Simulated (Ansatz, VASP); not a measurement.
## MgO in VASP and in Ansatz

```xyz
2
Lattice="0.0000 2.1692 2.1692 2.1692 0.0000 2.1692 2.1692 2.1692 0.0000" Properties=species:S:1:pos:R:3 pbc="T T T"
Mg    0.0000    0.0000    0.0000
O     2.1692    2.1692    2.1692
```

Alike in both runs: task single point; functional PBE; k mesh 10 × 10 × 10; occupations gaussian, width 0.02 eV; no spin polarisation.

|  | VASP | Ansatz |
| --- | --- | --- |
| version | VASP 6.6.1 | Ansatz 0.2.0 |
| potentials or method | VASP PAW PBE potentials, release 64 (Mg, O) | scalar-relativistic, plane waves, norm-conserving pseudopotentials |
| plane-wave cutoff (eV) | 600 | 1240 |
| valence electrons in the cell | 8 | 16 |

Ansatz gave:

* gap on the k mesh at the Fermi level (eV): 3.93
* least direct gap on the mesh (eV): 3.93
* pressure (GPa): -7.7

Task: What did VASP give for the same quantities?

Result: gap on the k mesh at the Fermi level (eV): 3.91; least direct gap on the mesh (eV): 3.91; pressure (GPa): -8.8.

VASP's potentials hold 8 valence electrons a cell and Ansatz's 16, so a difference there can come from the potentials and not from the codes.
